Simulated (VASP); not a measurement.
# TiSi16 (a cell with a defect) in VASP: further runs

The runs below take TiSi16 (a cell with a defect) through single point, with PBE.

Program: VASP 6.6.1. These are calculated values, not measurements. Logs are shortened: lines on timing, memory, paths and dates and some standing lists are left out, and cuts for length are marked.

### Step 1. The cell of the first run

The cell holds a defect, 17 atoms: a = 7.679 Å, b = 7.679 Å, c = 7.679 Å, α = 60.00°, β = 60.00°, γ = 60.00°.

### Step 2. Single point, PBE

Input file INCAR:

```
SYSTEM = TiSi16
ALGO = Normal ; EDIFF = 1E-7
ENCUT = 520 ; GGA = PE
ISIF = 2 ; ISMEAR = -1
LASPH = .True. ; LCHARG = .True.
LELF = .True. ; LREAL = Auto
LVHAR = .True. ; LWAVE = .False.
NBANDS = 52 ; NELM = 100
PREC = Accurate ; SIGMA = 0.02
```

Input file KPOINTS:

```
k-points
0
Gamma
  2 2 2
  0 0 0
```

Input file POSCAR:

```
TiSi16
1.0
    0.0000000000      5.4300000000      5.4300000000
    5.4300000000      0.0000000000      5.4300000000
    5.4300000000      5.4300000000      0.0000000000
Si Ti
16 1
Direct
    0.0066192449     -0.0008155617     -0.0007299263
    0.1496047882      0.1133191529      0.1134116022
    0.0055815838     -0.0327681400      0.5120267035
    0.1190133517      0.1111628913      0.6255076427
    0.0055584715      0.5119584715     -0.0326430018
    0.1190069982      0.6254267035      0.1112753223
   -0.0243208103      0.4820952118      0.4822023941
    0.1009622468      0.6072683241      0.6074014733
    0.5100088398      0.0165132597      0.0165451197
    0.6352018416      0.1416681400      0.1417267035
    0.4927694291     -0.0007626151      0.5131709024
    0.6069476980      0.1133812155      0.6561174954
    0.4927609576      0.5131217311     -0.0006788214
    0.6069336096      0.6560662063      0.1134794659
    0.4609133517      0.5120104052      0.5120752302
    0.6047732044      0.6254848066      0.6255660221
    0.8064182320      0.3127882136      0.3128924494
```

Potentials or basis: VASP PAW PBE potentials, release 64 (Si, Ti_sv).

Command:

```console
$ cat potpaw_PBE.64/Si/POTCAR potpaw_PBE.64/Ti_sv/POTCAR > POTCAR
$ mpirun -np 1 vasp_std > vasp.out
```

OUTCAR:

```text
SYSTEM = TiSi16
   EDIFF = 1E-7
   ENCUT = 520
   GGA = PE
   ISIF = 2
   ISMEAR = -1
   LASPH = .True.
   LREAL = Auto
   NELM = 100
   PREC = Accurate

 ion  position               nearest neighbor table
   1  0.007  0.999  0.999-   2 2.33  10 2.34   6 2.35   4 2.35
   2  0.150  0.113  0.113-   9 2.28   1 2.33  17 2.43   3 2.50   5 2.50
   3  0.006  0.967  0.512-   8 2.28   4 2.33  17 2.44   2 2.50  12 2.50
   4  0.119  0.111  0.626-   3 2.33   7 2.34   1 2.35  11 2.35
   5  0.006  0.512  0.967-   8 2.28   6 2.33  17 2.44  14 2.50   2 2.50
   6  0.119  0.625  0.111-   5 2.33   7 2.34   1 2.35  13 2.35
   7  0.976  0.482  0.482-  16 2.34   6 2.34   4 2.34   8 2.36
   8  0.101  0.607  0.607-   5 2.28   3 2.28  15 2.28   7 2.36
   9  0.510  0.017  0.017-   2 2.28  12 2.28  14 2.28  10 2.35
  10  0.635  0.142  0.142-   1 2.34  11 2.34  13 2.34   9 2.35
  11  0.493  0.999  0.513-  12 2.33  10 2.34  16 2.35   4 2.35
  12  0.607  0.113  0.656-   9 2.28  11 2.33  17 2.43  15 2.50   3 2.50
  13  0.493  0.513  0.999-  14 2.33  10 2.34  16 2.35   6 2.35
  14  0.607  0.656  0.113-   9 2.28  13 2.33  17 2.43  15 2.50   5 2.50
  15  0.461  0.512  0.512-   8 2.28  16 2.33  17 2.44  14 2.50  12 2.50
  16  0.605  0.625  0.626-  15 2.33   7 2.34  11 2.35  13 2.35
  17  0.806  0.313  0.313-  12 2.43   2 2.43  14 2.43   5 2.44   3 2.44  15 2.44

  LATTYP: Found a face centered cubic cell.
 ALAT       =    10.8600000000

  Lattice vectors:

 A1 = (   0.0000000000,   5.4300000000,   5.4300000000)
 A2 = (   5.4300000000,   0.0000000000,   5.4300000000)
 A3 = (   5.4300000000,   5.4300000000,   0.0000000000)

Analysis of symmetry for initial positions (statically):
=====================================================================
 Subroutine PRICEL returns:
 Original cell was already a primitive cell.

 Routine SETGRP: Setting up the symmetry group for a
 face centered cubic supercell.

 Subroutine GETGRP returns: Found  1 space group operations
 (whereof  1 operations were pure point group operations)
 out of a pool of 48 trial point group operations.

The static configuration has the point symmetry C_1 .

Analysis of symmetry for dynamics (positions and initial velocities):
=====================================================================
 Subroutine PRICEL returns:
 Original cell was already a primitive cell.

 Routine SETGRP: Setting up the symmetry group for a
 face centered cubic supercell.

 Subroutine GETGRP returns: Found  1 space group operations
 (whereof  1 operations were pure point group operations)
 out of a pool of 48 trial point group operations.

The dynamic configuration has the point symmetry C_1 .

 Subroutine INISYM returns: Found  1 space group operations
 (whereof  1 operations are pure point group operations),
 and found     1 'primitive' translations

----------------------------------------------------------------------------------------

                                     Primitive cell

  volume of cell :     320.2060

  direct lattice vectors                    reciprocal lattice vectors
     0.000000000  5.430000000  5.430000000    -0.092081031  0.092081031  0.092081031
     5.430000000  0.000000000  5.430000000     0.092081031 -0.092081031  0.092081031
     5.430000000  5.430000000  0.000000000     0.092081031  0.092081031 -0.092081031

  length of vectors
     7.679179644  7.679179644  7.679179644     0.159489025  0.159489025  0.159489025

  position of ions in fractional coordinates (direct lattice)
     0.006619245  0.999184438  0.999270074
     0.149604788  0.113319153  0.113411602
     0.005581584  0.967231860  0.512026703
     0.119013352  0.111162891  0.625507643
     0.005558472  0.511958472  0.967356998
     0.119006998  0.625426703  0.111275322
[... 9 lines left out ...]
     0.604773204  0.625484807  0.625566022
     0.806418232  0.312788214  0.312892449

  ion indices of the primitive-cell ions
   primitive index   ion index
                 1           1
                 2           2
                 3           3
                 4           4
                 5           5
                 6           6
[... 9 lines left out ...]
                16          16
                17          17

----------------------------------------------------------------------------------------

 KPOINTS: k-points

Automatic generation of k-mesh.
 Grid dimensions read from file:
 generate k-points for:    2    2    2

 Generating k-lattice:

  Cartesian coordinates                     Fractional coordinates (reciprocal lattice)
    -0.046040516  0.046040516  0.046040516     0.500000000  0.000000000  0.000000000
     0.046040516 -0.046040516  0.046040516     0.000000000  0.500000000  0.000000000
     0.046040516  0.046040516 -0.046040516     0.000000000  0.000000000  0.500000000

  Length of vectors
     0.079744512  0.079744512  0.079744512

  Shift w.r.t. Gamma in fractional coordinates (k-lattice)
     0.000000000  0.000000000  0.000000000

 Subroutine IBZKPT returns following result:
 ===========================================

 Found      8 irreducible k-points:

 Following reciprocal coordinates:
            Coordinates               Weight
  0.000000  0.000000  0.000000      1.000000
  0.500000  0.000000  0.000000      1.000000
  0.000000  0.500000  0.000000      1.000000
  0.000000  0.000000  0.500000      1.000000
  0.500000  0.500000  0.500000      1.000000
  0.500000  0.500000  0.000000      1.000000
  0.000000  0.500000  0.500000      1.000000
  0.500000  0.000000  0.500000      1.000000
   k-points           NKPTS =      8   k-points in BZ     NKDIM =      8   number of bands    NBANDS=     52
   number of dos      NEDOS =    301   number of ions     NIONS =     17
   total plane-waves  NPLWV = 216000
   dimension x,y,z NGX =    60 NGY =   60 NGZ =   60
   dimension x,y,z NGXF=   120 NGYF=  120 NGZF=  120
   ions per type =              16   1
   NGX,Y,Z   is equivalent  to a cutoff of  12.99, 12.99, 12.99 a.u.
   NGXF,Y,Z  is equivalent  to a cutoff of  25.98, 25.98, 25.98 a.u.
 SYSTEM =  TiSi16
   PREC   = accura    normal or accurate (medium, high low for compatibility)
   ISTART =      0    job   : 0-new  1-cont  2-samecut
   ICHARG =      2    charge: 1-file 2-atom 10-const
   ISPIN  =      1    spin polarized calculation?
   LNONCOLLINEAR =      F non collinear calculations
   LSORBIT =      F    spin-orbit coupling
   LASPH  =      T    aspherical Exc in radial PAW
   ENCUT  =  520.0 eV  38.22 Ry    6.18 a.u.  14.28 14.28 14.28*2*pi/ulx,y,z
   NELM   =    100;   NELMIN=  2; NELMDL= -5     # of ELM steps
   EDIFF  = 0.1E-06   stopping-criterion for ELM
   LREAL  =      T    real-space projection
   EDIFFG = 0.1E-05   stopping-criterion for IOM
   NSW    =      0    number of steps for IOM
   IBRION =     -1    ionic relax: 0-MD 1-quasi-New 2-CG
   NFREE  =      0    steps in history (QN), initial steepest desc. (CG)
   ISIF   =      2    stress and relaxation
   ISYM   =      2    0-nonsym 1-usesym 2-fastsym
   POTIM  = 0.5000    time-step for ionic-motion
   TEBEG  =    0.0;   TEEND  =   0.0 temperature during run
   PSTRESS=    0.0 pullay stress
   NELECT =      76.0000    total number of electrons
   NUPDOWN=      -1.0000    fix difference up-down
   EMIN   =  10.00;   EMAX   =-10.00  energy-range for DOS
   EFERMI =   0.00;   METHOD = LEGACY
   ISMEAR =    -1;   SIGMA  =   0.02  broadening in eV -4-tet -1-fermi 0-gaus
   EFERMI_NEDOS =   21; number of points for ismear=-14 and -15
   IALGO  =     38    algorithm
   IMIX   =      4    mixing-type and parameters
     AMIX     =   0.40;   BMIX     =  1.00
     AMIX_MAG =   1.60;   BMIX_MAG =  1.00
  volume/ion in A,a.u.               =      18.84       127.11
  Fermi-wavevector in a.u.,A,eV,Ry     =   1.013607  1.915439 13.978610  1.027399
  Thomas-Fermi vector in A             =   2.146786
   LORBIT       =      0    0 simple, 1 ext, 2 COOP (PROOUT), +10 PAW based schemes
   GGA     = PE    functional components
   LHFCALC =     F    Hartree Fock is set to
   AEXX    =    0.0000 exact exchange contribution
   IVDW    =     0    specifies the selected vdW correction
   LEPSILON=     F    determine dielectric tensor
   LRPA    =     F    only Hartree local field effects (RPA)
 non-spin polarized calculation
  energy-cutoff  :      520.00
  volume of cell :      320.21
 maximum number of plane-waves:      8646
 NGX is ok and might be reduce to    60
   NGX = 29   NGY = 29   NGZ = 29

 number of electron      76.0000001 magnetization

 Free energy of the ion-electron system (eV)
  ---------------------------------------------------
  ext. energy  EPLUGINS =         0.00000000
  ---------------------------------------------------
  free energy    TOTEN  =       -90.50453183 eV

  energy without entropy =      -90.48353165  energy(sigma->0) =      -90.49403174

 E-fermi :   6.8949     XC(G=0):  -9.7549

 val. band max:        6.8524982921   @ k =   0.0000   0.0000   0.0000
 cond. band min:       6.9019135440   @ k =   0.5000   0.0000   0.5000
 fundamental gap:      0.0494152519
 Fermi energy:         6.8949073984

 k-point     1 :       0.0000    0.0000    0.0000
  band No.  band energies     occupation
      1     -49.9408      2.00000
      2     -26.4145      2.00000
      3     -26.2556      2.00000
      4     -26.2553      2.00000
      5      -5.6561      2.00000
      6      -3.4491      2.00000
[... 42 lines left out ...]
     49       8.5036      0.00000
     50       8.9223      0.00000

 k-point     2 :       0.5000    0.0000    0.0000
  band No.  band energies     occupation
      1     -49.9408      2.00000
      2     -26.4145      2.00000
      3     -26.2557      2.00000
      4     -26.2553      2.00000
      5      -4.8553      2.00000
      6      -4.8259      2.00000
[... 310 lines left out ...]
 k-point     8 :       0.5000    0.0000    0.5000
  band No.  band energies     occupation
      1     -49.9408      2.00000
      2     -26.4145      2.00000
      3     -26.2557      2.00000
      4     -26.2553      2.00000
      5      -4.5750      2.00000
      6      -4.5480      2.00000
[... 42 lines left out ...]
     49       9.9683      0.00000
     50      10.4812      0.00000
 [bands above 50 left out]

------------------------ aborting loop because EDIFF is reached ----------------------------------------

  FORCE on cell =-STRESS in cart. coord.  units (eV):
  Direction    XX          YY          ZZ          XY          YZ          ZX
  --------------------------------------------------------------------------------------
  -------------------------------------------------------------------------------------
  Total       11.5345829     11.5416636     11.5448652     -1.9243366     -1.9315605     -1.9297848
  in kB       57.7142413     57.7496703     57.7656897     -9.6285776     -9.6647230     -9.6558380
  external PRESSURE =      57.7432005 kB  Pullay stress =       0.0000000 kB

 VOLUME and BASIS-vectors are now :
 -----------------------------------------------------------------------------
  energy-cutoff  :      520.00
  volume of cell :      320.21
      direct lattice vectors                 reciprocal lattice vectors
     0.000000000  5.430000000  5.430000000    -0.092081031  0.092081031  0.092081031
     5.430000000  0.000000000  5.430000000     0.092081031 -0.092081031  0.092081031
     5.430000000  5.430000000  0.000000000     0.092081031  0.092081031 -0.092081031

 POSITION                                       TOTAL-FORCE (eV/Angst)
 -----------------------------------------------------------------------------------
     10.85161      5.46198      5.46151        -0.022813     -0.007899     -0.008021
      1.23115      1.42818      1.42768        -0.038237      0.000427      0.000739
      8.03237      2.81061      5.28238         0.006228     -0.029627      0.006994
      4.00012      4.04275      1.24986        -0.005229      0.042854     -0.005896
      8.03268      5.28293      2.81012         0.005784      0.006752     -0.029322
      4.00029      1.25043      4.04228        -0.005008     -0.005765      0.042319
[... 9 lines left out ...]
      6.79321      6.68074      6.68030         0.041856     -0.005583     -0.005910
      3.39745      6.07786      6.07729         0.051666      0.043531      0.046459
 -----------------------------------------------------------------------------------
    total drift:                               -0.007849     -0.000475      0.001688

  FREE ENERGIE OF THE ION-ELECTRON SYSTEM (eV)
  ---------------------------------------------------
  free  energy   TOTEN  =       -90.5045318311 eV

  energy  without entropy=      -90.4835316526  energy(sigma->0) =      -90.49403174
```

It took 3.8 min on 1 thread of Intel Xeon Platinum 8488C (Sapphire Rapids), shared host; peak memory 0.5 GiB.

Results:

```
Free energy            : -90.5045 eV
Pressure               : 5.8 GPa
Largest force          : 0.082 eV/Å
Band gap on the k mesh : zero (band 38 reaches 6.91 eV, above the bottom of band 39 at 6.72 eV)
```

Forces on the atoms (eV/Å):
```
Si  -0.023 -0.008 -0.008
Si  -0.038  0.000  0.001
Si   0.006 -0.030  0.007
Si  -0.005  0.043 -0.006
Si   0.006  0.007 -0.029
Si  -0.005 -0.006  0.042
Si  -0.018 -0.017 -0.017
Si   0.004  0.007  0.007
Si  -0.003 -0.002 -0.004
Si   0.027  0.027  0.026
Si  -0.010 -0.008 -0.023
Si   0.003  0.002 -0.037
Si  -0.010 -0.023 -0.008
Si   0.003 -0.037  0.002
Si  -0.029  0.007  0.006
Si   0.042 -0.006 -0.006
Ti   0.052  0.044  0.046
```

Levels at points of the mesh, in eV from the Fermi level:
```tsv
k point	band 33	band 34	band 35	band 36	band 37	band 38	band 39	band 40	band 41	band 42
(0.00, 0.00, 0.00)	-1.43	-1.25	-1.25	-0.79	-0.25	-0.24	-0.17	-0.17	-0.14	-0.04
(0.50, 0.00, 0.00)	-1.73	-1.45	-1.44	-1.06	-0.78	0.02	0.38	0.63	0.64	0.84
(0.00, 0.50, 0.00)	-1.73	-1.45	-1.44	-1.06	-0.78	0.02	0.37	0.63	0.64	0.84
(0.00, 0.00, 0.50)	-1.73	-1.45	-1.44	-1.06	-0.78	0.02	0.38	0.63	0.64	0.84
(0.50, 0.50, 0.50)	-2.30	-2.30	-1.34	-1.34	-0.26	-0.26	0.26	0.45	0.81	0.81
(0.50, 0.50, 0.00)	-2.18	-2.13	-1.78	-1.57	-0.20	0.01	0.26	0.54	0.80	1.02
(0.00, 0.50, 0.50)	-2.18	-2.13	-1.78	-1.57	-0.20	0.01	0.27	0.54	0.80	1.02
(0.50, 0.00, 0.50)	-2.18	-2.13	-1.78	-1.57	-0.20	0.01	0.26	0.54	0.80	1.02
```

Caveat: the k points lie up to 0.50 Å⁻¹ apart.

### Step 3. Single point, PBE

Input file INCAR:

```
SYSTEM = TiSi16
ALGO = Normal
EDIFF = 1E-6
ENCUT = 520
GGA = PE
ISIF = 2
ISMEAR = -1
LASPH = .True.
LCHARG = .True.
LELF = .True.
LREAL = Auto
LVHAR = .True.
LWAVE = .False.
NBANDS = 52
NELM = 100
PREC = Accurate
SIGMA = 0.02
```

KPOINTS is that of step 2.

Input file POSCAR:

```
TiSi16
1.0
    0.0000000000      5.4300000000      5.4300000000
    5.4300000000      0.0000000000      5.4300000000
    5.4300000000      5.4300000000      0.0000000000
Si Ti
16 1
Direct
    0.0073370166     -0.0009147330     -0.0008353591
    0.1505524862      0.1131716390      0.1132935543
    0.0055097606     -0.0330948435      0.5119460405
    0.1191355433      0.1104850829      0.6256473297
    0.0054746777      0.5118805709     -0.0329654696
    0.1191243094      0.6255760589      0.1105900552
   -0.0250488029      0.4813758748      0.4814732965
    0.1004525783      0.6067452118      0.6068848066
    0.5108031308      0.0172729282      0.0173243094
    0.6360748619      0.1425719153      0.1426238490
    0.4926452118     -0.0008750460      0.5139063536
    0.6068302026      0.1132395948      0.6570508287
    0.4926326888      0.5138621547     -0.0008039595
    0.6068104972      0.6569812155      0.1133545120
    0.4605933702      0.5119338858      0.5119762431
    0.6040904236      0.6256213628      0.6256854512
    0.8057353591      0.3120850829      0.3121950276
```

Potentials or basis: VASP PAW PBE potentials, release 64 (Si, Ti_sv).

Command:

```console
$ cat potpaw_PBE.64/Si/POTCAR potpaw_PBE.64/Ti_sv/POTCAR > POTCAR
$ mpirun -np 1 vasp_std > vasp.out
```

Wall time 2.7 min (1 thread of Intel Xeon 6975P-C (Granite Rapids), shared host); peak memory 0.49 GiB.

Results (log left out):

```yaml
Free_energy: -90.5046 eV
Pressure: 5.7 GPa
Largest_force: 0.035 eV/Å
Band_gap_on_the_k_mesh: zero (band 38 reaches 6.91 eV, above the bottom of band 39 at 6.72 eV)
```

Forces in eV/Å, atoms in the order of the input:
```
Si   0.000  0.002  0.003
Si  -0.024 -0.002 -0.001
Si  -0.005 -0.033 -0.005
Si   0.005  0.019  0.004
Si  -0.005 -0.003 -0.034
Si   0.006  0.004  0.019
Si   0.008  0.011  0.011
Si   0.012  0.015  0.015
Si  -0.002 -0.004 -0.004
Si   0.010  0.009  0.009
Si   0.000  0.001  0.001
Si   0.001 -0.001 -0.023
Si   0.000  0.002  0.001
Si   0.000 -0.024  0.000
Si  -0.034 -0.003 -0.004
Si   0.018  0.004  0.004
Ti   0.009  0.003  0.006
```

Stress tensor (GPa, compression positive):
```
 5.68 -1.00 -1.00
-1.00  5.69 -1.00
-1.00 -1.00  5.69
```

Levels at points of the mesh, in eV from the Fermi level:
| k point | band 33 | band 34 | band 35 | band 36 | band 37 | band 38 | band 39 | band 40 | band 41 | band 42 |
| --- | --- | --- | --- | --- | --- | --- | --- | --- | --- | --- |
| (0.00, 0.00, 0.00) | -1.43 | -1.26 | -1.26 | -0.79 | -0.25 | -0.25 | -0.17 | -0.17 | -0.17 | -0.04 |
| (0.50, 0.00, 0.00) | -1.74 | -1.45 | -1.44 | -1.06 | -0.78 | 0.02 | 0.38 | 0.62 | 0.64 | 0.83 |
| (0.00, 0.50, 0.00) | -1.74 | -1.45 | -1.44 | -1.06 | -0.78 | 0.01 | 0.38 | 0.62 | 0.64 | 0.83 |
| (0.00, 0.00, 0.50) | -1.74 | -1.45 | -1.44 | -1.06 | -0.78 | 0.01 | 0.38 | 0.62 | 0.64 | 0.83 |
| (0.50, 0.50, 0.50) | -2.29 | -2.29 | -1.34 | -1.34 | -0.27 | -0.27 | 0.25 | 0.41 | 0.81 | 0.81 |
| (0.50, 0.50, 0.00) | -2.18 | -2.13 | -1.78 | -1.57 | -0.20 | 0.01 | 0.26 | 0.54 | 0.80 | 1.02 |
| (0.00, 0.50, 0.50) | -2.18 | -2.13 | -1.78 | -1.57 | -0.20 | 0.01 | 0.26 | 0.54 | 0.80 | 1.01 |
| (0.50, 0.00, 0.50) | -2.18 | -2.13 | -1.78 | -1.57 | -0.20 | 0.01 | 0.26 | 0.54 | 0.80 | 1.01 |

Caveat: the k points lie up to 0.50 Å⁻¹ apart.
